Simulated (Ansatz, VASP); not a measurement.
**One calculation of AgCl, two programs**

```xyz
4
Lattice="3.9160 0.0000 0.0019 0.0000 4.0677 0.0000 -0.5449 0.0000 5.6185" Properties=species:S:1:pos:R:3 pbc="T T T"
Ag    0.6110    1.0169    1.2603
Ag    2.7601    3.0507    4.3601
Cl    2.7133    3.0507    1.6691
Cl    0.6578    1.0169    3.9513
```

Alike in both runs: task single point; functional PBE; k mesh 8 × 8 × 6; occupations gaussian, width 0.02 eV; no spin polarisation.

|  | VASP | Ansatz |
| --- | --- | --- |
| version | VASP 6.6.1 | Ansatz 0.2.0 |
| potentials or method | VASP PAW PBE potentials, release 64 (Ag, Cl), cutoff 520 eV | scalar-relativistic, plane waves, PAW |
| valence electrons in the cell | 36 | 52 |

Ansatz gave:

```
gap on the k mesh at the Fermi level (eV)                     : 0.78
least direct gap on the mesh (eV)                             : 2.21
pressure (GPa)                                                : -0.6
traceless stress, the component that is largest in VASP (GPa) : 0.44
rms of the force components (eV/Å)                            : 0.303
```

Task: What did VASP give for the same quantities?

Result: gap on the k mesh at the Fermi level (eV): 0.78; least direct gap on the mesh (eV): 2.21; pressure (GPa): -0.7; traceless stress, the component that is largest in VASP (GPa): 0.45; rms of the force components (eV/Å): 0.303.

Atom by atom the forces differ by 0.002 eV/Å (rms over components). With one functional, cell and mesh, what is left measures potentials, basis and numerics. VASP's potentials hold 36 valence electrons a cell and Ansatz's 52, so a difference there can come from the potentials and not from the codes.
